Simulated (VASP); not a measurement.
# Tl2F (P6/mmm) in VASP: notebook, part 2 of 3

VASP 6.6.1. Earlier steps stand in the parts before.

## Step 3: Single point, PBE

This run uses another cell than the first one, of 25.41 Å³/atom.

INCAR

```
PREC = Accurate ; ENCUT = 520
EDIFF = 1E-6 ; ISMEAR = 0
SIGMA = 0.1 ; LREAL = F
LASPH = T ; NELM = 60
ALGO = Fast ; ISIF = 2
LWAVE = F ; LCHARG = T
GGA = PE ; LELF = T
LVHAR = T ; NBANDS = 24
```

KPOINTS

```
regular mesh
0
Gamma
  6 6 6
```

POSCAR

```
Tl2F
1.0
    5.2429544036     -0.0000000032      0.0000000000
   -2.6214771991      4.5405317060      0.0000000000
    0.0000000000      0.0000000000      3.2019814523
Tl F
2 1
Direct
    0.3333333333      0.6666666667      0.5000000000
    0.6666666667      0.3333333333      0.5000000000
    0.0000000000      0.0000000000      0.0000000000
```

Potentials or basis: VASP PAW PBE potentials, release 64 (Tl_d, F).

On the command line:

```
cat potpaw_PBE.64/Tl_d/POTCAR potpaw_PBE.64/F/POTCAR > POTCAR
mpirun -np 1 vasp_std > vasp.out
```

OUTCAR:

```text
PREC = Accurate
   ENCUT = 520
   EDIFF = 1E-6
   ISMEAR = 0
   LREAL = F
   LASPH = T
   NELM = 60
   ISIF = 2
   GGA = PE

 ion  position               nearest neighbor table
   1  0.333  0.667  0.500-   2 3.03   2 3.03   2 3.03
   2  0.667  0.333  0.500-   1 3.03   1 3.03   1 3.03
   3  0.000  0.000  0.000-

  LATTYP: Found a hexagonal cell.
 ALAT       =     5.2429544036
 C/A-ratio  =     0.6107208276

  Lattice vectors:

 A1 = (   5.2429544036,  -0.0000000032,   0.0000000000)
 A2 = (  -2.6214771991,   4.5405317060,   0.0000000000)
 A3 = (   0.0000000000,   0.0000000000,   3.2019814523)

Analysis of symmetry for initial positions (statically):
=====================================================================
 Subroutine PRICEL returns:
 Original cell was already a primitive cell.

 Routine SETGRP: Setting up the symmetry group for a
 hexagonal supercell.

 Subroutine GETGRP returns: Found 24 space group operations
 (whereof 24 operations were pure point group operations)
 out of a pool of 24 trial point group operations.

The static configuration has the point symmetry D_6h.

Analysis of symmetry for dynamics (positions and initial velocities):
=====================================================================
 Subroutine PRICEL returns:
 Original cell was already a primitive cell.

 Routine SETGRP: Setting up the symmetry group for a
 hexagonal supercell.

 Subroutine GETGRP returns: Found 24 space group operations
 (whereof 24 operations were pure point group operations)
 out of a pool of 24 trial point group operations.

The dynamic configuration has the point symmetry D_6h.

 Subroutine INISYM returns: Found 24 space group operations
 (whereof 24 operations are pure point group operations),
 and found     1 'primitive' translations

----------------------------------------------------------------------------------------

                                     Primitive cell

  volume of cell :      76.2257

  direct lattice vectors                    reciprocal lattice vectors
     5.242954404 -0.000000003  0.000000000     0.190732157  0.110119262  0.000000000
    -2.621477199  4.540531706  0.000000000     0.000000000  0.220238524  0.000000000
     0.000000000  0.000000000  3.201981452     0.000000000  0.000000000  0.312306619

  length of vectors
     5.242954404  5.242954404  3.201981452     0.220238524  0.220238524  0.312306619

  position of ions in fractional coordinates (direct lattice)
     0.333333333  0.666666667  0.500000000
     0.666666667  0.333333333  0.500000000
     0.000000000  0.000000000  0.000000000

  ion indices of the primitive-cell ions
   primitive index   ion index
                 1           1
                 2           2
                 3           3

----------------------------------------------------------------------------------------

 KPOINTS: regular mesh

Automatic generation of k-mesh.
 Grid dimensions read from file:
 generate k-points for:    6    6    6

 Generating k-lattice:

  Cartesian coordinates                     Fractional coordinates (reciprocal lattice)
     0.031788693  0.018353210  0.000000000     0.166666667  0.000000000  0.000000000
     0.000000000  0.036706421  0.000000000     0.000000000  0.166666667  0.000000000
     0.000000000  0.000000000  0.052051103     0.000000000  0.000000000  0.166666667

  Length of vectors
     0.036706421  0.036706421  0.052051103

  Shift w.r.t. Gamma in fractional coordinates (k-lattice)
     0.000000000  0.000000000  0.000000000

 Subroutine IBZKPT returns following result:
 ===========================================

 Found     28 irreducible k-points:

 Following reciprocal coordinates:
            Coordinates               Weight
  0.000000  0.000000  0.000000      1.000000
  0.166667  0.000000  0.000000      6.000000
  0.333333 -0.000000  0.000000      6.000000
  0.500000 -0.000000  0.000000      3.000000
  0.166667  0.166667  0.000000      6.000000
  0.333333  0.166667  0.000000     12.000000
[... 16 lines left out ...]
  0.166667  0.000000  0.500000      6.000000
  0.333333 -0.000000  0.500000      6.000000
 [... further k-points ...]
   k-points           NKPTS =     28   k-points in BZ     NKDIM =     28   number of bands    NBANDS=     24
   number of dos      NEDOS =    301   number of ions     NIONS =      3
   total plane-waves  NPLWV =  38400
   dimension x,y,z NGX =    40 NGY =   40 NGZ =   24
   dimension x,y,z NGXF=    80 NGYF=   80 NGZF=   48
   ions per type =               2   1
   NGX,Y,Z   is equivalent  to a cutoff of  12.68, 12.68, 12.46 a.u.
   NGXF,Y,Z  is equivalent  to a cutoff of  25.37, 25.37, 24.92 a.u.
 SYSTEM =  unknown system
   PREC   = accura    normal or accurate (medium, high low for compatibility)
   ISTART =      0    job   : 0-new  1-cont  2-samecut
   ICHARG =      2    charge: 1-file 2-atom 10-const
   ISPIN  =      1    spin polarized calculation?
   LNONCOLLINEAR =      F non collinear calculations
   LSORBIT =      F    spin-orbit coupling
   LASPH  =      T    aspherical Exc in radial PAW
   ENCUT  =  520.0 eV  38.22 Ry    6.18 a.u.   9.75  9.75  5.95*2*pi/ulx,y,z
   NELM   =     60;   NELMIN=  2; NELMDL= -5     # of ELM steps
   EDIFF  = 0.1E-05   stopping-criterion for ELM
   LREAL  =      F    real-space projection
   EDIFFG = 0.1E-04   stopping-criterion for IOM
   NSW    =      0    number of steps for IOM
   IBRION =     -1    ionic relax: 0-MD 1-quasi-New 2-CG
   NFREE  =      0    steps in history (QN), initial steepest desc. (CG)
   ISIF   =      2    stress and relaxation
   ISYM   =      2    0-nonsym 1-usesym 2-fastsym
   POTIM  = 0.5000    time-step for ionic-motion
   TEBEG  =    0.0;   TEEND  =   0.0 temperature during run
   PSTRESS=    0.0 pullay stress
   NELECT =      33.0000    total number of electrons
   NUPDOWN=      -1.0000    fix difference up-down
   EMIN   =  10.00;   EMAX   =-10.00  energy-range for DOS
   EFERMI =   0.00;   METHOD = LEGACY
   ISMEAR =     0;   SIGMA  =   0.10  broadening in eV -4-tet -1-fermi 0-gaus
   EFERMI_NEDOS =   21; number of points for ismear=-14 and -15
   IALGO  =     68    algorithm
   IMIX   =      4    mixing-type and parameters
     AMIX     =   0.40;   BMIX     =  1.00
     AMIX_MAG =   1.60;   BMIX_MAG =  1.00
  volume/ion in A,a.u.               =      25.41       171.47
  Fermi-wavevector in a.u.,A,eV,Ry     =   1.238451  2.340334 20.868095  1.533762
  Thomas-Fermi vector in A             =   2.372976
   LORBIT       =      0    0 simple, 1 ext, 2 COOP (PROOUT), +10 PAW based schemes
   GGA     = PE    functional components
   LHFCALC =     F    Hartree Fock is set to
   AEXX    =    0.0000 exact exchange contribution
   IVDW    =     0    specifies the selected vdW correction
   LEPSILON=     F    determine dielectric tensor
   LRPA    =     F    only Hartree local field effects (RPA)
 non-spin polarized calculation
 RMM-DIIS sequential band-by-band and
 Gauss-broadening in eV      SIGMA  =   0.10
  energy-cutoff  :      520.00
  volume of cell :       76.23
 maximum number of plane-waves:      2106
 NGX is ok and might be reduce to    40
   NGX = 19   NGY = 19   NGZ = 11

 number of electron      32.9999988 magnetization

 Free energy of the ion-electron system (eV)
  ---------------------------------------------------
  ext. energy  EPLUGINS =         0.00000000
  ---------------------------------------------------
  free energy    TOTEN  =        -8.20797127 eV

  energy without entropy =       -8.20005764  energy(sigma->0) =       -8.20401445

 E-fermi :   4.2202     XC(G=0):  -9.3685

 val. band max:        4.2016702873   @ k =   0.3333  -0.0000   0.0000
 cond. band min:       4.2321115620   @ k =   0.5000  -0.0000   0.0000
 fundamental gap:      0.0304412747
 Fermi energy:         4.2201573726

 k-point     1 :       0.0000    0.0000    0.0000
  band No.  band energies     occupation
      1     -16.5682      2.00000
      2      -8.3184      2.00000
      3      -7.9606      2.00000
      4      -7.8650      2.00000
      5      -7.8650      2.00000
      6      -7.5867      2.00000
[... 16 lines left out ...]
     23      15.6050      0.00000
     24      16.6851      0.00000
[... 598 lines left out ...]
      2      -8.0081      2.00000
      3      -7.9942      2.00000
      4      -7.9836      2.00000
      5      -7.9191      2.00000
      6      -7.7465      2.00000
[... 16 lines left out ...]
     23      12.5009      0.00000
     24      12.7310      0.00000

 [... further k-points ...]

------------------------ aborting loop because EDIFF is reached ----------------------------------------

  FORCE on cell =-STRESS in cart. coord.  units (eV):
  Direction    XX          YY          ZZ          XY          YZ          ZX
  --------------------------------------------------------------------------------------
  -------------------------------------------------------------------------------------
  Total       -0.0047795     -0.0047795     -0.0582298      0.0000000     -0.0000000      0.0000000
  in kB       -0.1004587     -0.1004587     -1.2239237      0.0000000     -0.0000000      0.0000000
  external PRESSURE =      -0.4749470 kB  Pullay stress =       0.0000000 kB

 VOLUME and BASIS-vectors are now :
 -----------------------------------------------------------------------------
  energy-cutoff  :      520.00
  volume of cell :       76.23
      direct lattice vectors                 reciprocal lattice vectors
     5.242954404 -0.000000003  0.000000000     0.190732157  0.110119262  0.000000000
    -2.621477199  4.540531706  0.000000000     0.000000000  0.220238524  0.000000000
     0.000000000  0.000000000  3.201981452     0.000000000  0.000000000  0.312306619

 POSITION                                       TOTAL-FORCE (eV/Angst)
 -----------------------------------------------------------------------------------
      0.00000      3.02702      1.60099        -0.000000      0.000000     -0.000000
      2.62148      1.51351      1.60099         0.000000     -0.000000      0.000000
      0.00000      0.00000      0.00000         0.000000     -0.000000      0.000000
 -----------------------------------------------------------------------------------
    total drift:                               -0.000000     -0.000000      0.000000

  FREE ENERGIE OF THE ION-ELECTRON SYSTEM (eV)
  ---------------------------------------------------
  free  energy   TOTEN  =        -8.2079712685 eV

  energy  without entropy=       -8.2000576361  energy(sigma->0) =       -8.20401445
```

stdout:

```text
POSCAR found type information on POSCAR TlF
 POSCAR found :  2 types and       3 ions
 scaLAPACK will be used
 LDA part: xc-table for (Slater+PW92), standard interpolation
 POSCAR, INCAR and KPOINTS ok, starting setup
 FFT: planning ... GRIDC
 FFT: planning ... GRID_SOFT
 FFT: planning ... GRID
 WAVECAR not read
 entering main loop
```

It took 60 s on 1 thread of AMD EPYC 9755, shared host; peak memory 0.17 GiB.

What came out:

| Quantity | Value |
| --- | --- |
| Free energy | -8.2080 eV |
| Pressure | 0.0 GPa |
| Band gap on the k mesh | zero (an odd number of electrons rules out a gap without spin polarisation) |

Caveat: spin-orbit coupling is left out, which moves the levels of the heavy elements.

## Step 4: Relaxation of cell and atoms, PBE

INCAR

```
  ALGO = Normal
  EDIFF = 1E-6
  EDIFFG = -0.04
  ENCUT = 600
  GGA = PE
  IBRION = 2
  ISIF = 3
  ISMEAR = 0
  LASPH = T
  LCHARG = F
  LREAL = F
  LWAVE = F
  NELM = 60
  NSW = 90
  PREC = Accurate
  SIGMA = 0.1
```

KPOINTS

```
k-points
0
Gamma
  6 6 6
```

POSCAR

```
Tl2F
1.0
    4.7989365700      0.0000000000      0.0000000000
   -2.3994682800      4.1560009800      0.0000000000
    0.0000000000      0.0000000000      3.5774768700
Tl F
2 1
Direct
    0.3333333300      0.6666666700      0.5000000000
    0.6666666700      0.3333333300      0.5000000000
    0.0000000000      0.0000000000      0.0000000000
```

On the command line:

```
cat potpaw_PBE.64/Tl_d/POTCAR potpaw_PBE.64/F/POTCAR > POTCAR
mpirun -np 1 vasp_std > vasp.out
```

Wall time 7.9 min (1 thread of AMD EPYC 9755, shared host); peak memory 0.2 GiB.

Results (log left out):

```yaml
Free_energy: -8.2039 eV
Relaxed_volume: 25.31 Å³/atom
Relaxed_cell: a = 5.245 Å, b = 5.245 Å, c = 3.188 Å, α = 90.00°, β = 90.00°, γ = 120.00°
Space_group_after_relaxing_to_0.1_Å: P6/mmm (No. 191)
Energy_gained_by_relaxing: 130.3 meV/atom
Ionic_steps: 13
Pressure_after_relaxing: 0.0 GPa
Band_gap_on_the_k_mesh: zero (an odd number of electrons rules out a gap without spin polarisation)
```

Stress tensor (GPa, compression positive):
```
-0.01  0.00  0.00
 0.00 -0.01  0.00
 0.00  0.00  0.15
```

Step by step:
```csv
step,energy change (eV),largest force (eV/Å),pressure (GPa),volume (Å³)
1,0.0000,0.0000,5.81,71.35
2,-0.3271,0.0000,-0.26,80.44
3,-0.3351,0.0000,-1.23,83.05
4,-0.3357,0.0000,-1.03,82.49
5,-0.3604,0.0000,-0.80,80.76
6,-0.3819,0.0000,-0.35,78.19
7,-0.3701,0.0000,1.16,73.02
8,-0.3876,0.0000,-0.12,76.96
9,-0.3896,0.0000,0.39,74.99
10,-0.3906,0.0000,0.13,75.86
11,-0.3907,0.0000,0.18,75.66
12,-0.3906,0.0000,0.22,75.52
13,-0.3910,0.0000,0.04,75.94
```

Final structure:
```xyz
3
Lattice="5.2446 0.0000 0.0000 -2.6223 4.5420 0.0000 0.0000 0.0000 3.1882" Properties=species:S:1:pos:R:3 pbc="T T T"
Tl    0.0000    3.0280    1.5941
Tl    2.6223    1.5140    1.5941
F     2.6223    4.5420    0.0000
```

Levels at points of the mesh, in eV from the Fermi level:
| k point | band 15 | band 16 | band 17 | band 18 | band 19 | band 20 |
| --- | --- | --- | --- | --- | --- | --- |
| (0.00, 0.00, 0.00) | -2.68 | -1.76 | -0.15 | -0.15 | 4.83 | 4.83 |
| (0.50, 0.00, 0.00) | -2.15 | -1.74 | 0.01 | 1.27 | 6.21 | 8.36 |
| (0.00, 0.00, 0.50) | -2.37 | -2.37 | -0.88 | 1.82 | 2.31 | 2.31 |
| (0.50, 0.00, 0.50) | -2.40 | -2.37 | -0.45 | -0.09 | 1.20 | 4.25 |

Caveat: spin-orbit coupling is left out, which moves the levels of the heavy elements.

(Part 2 of 3 ends here.)

The gap in the log of VASP goes by the Fermi energy; the results here count the filled bands.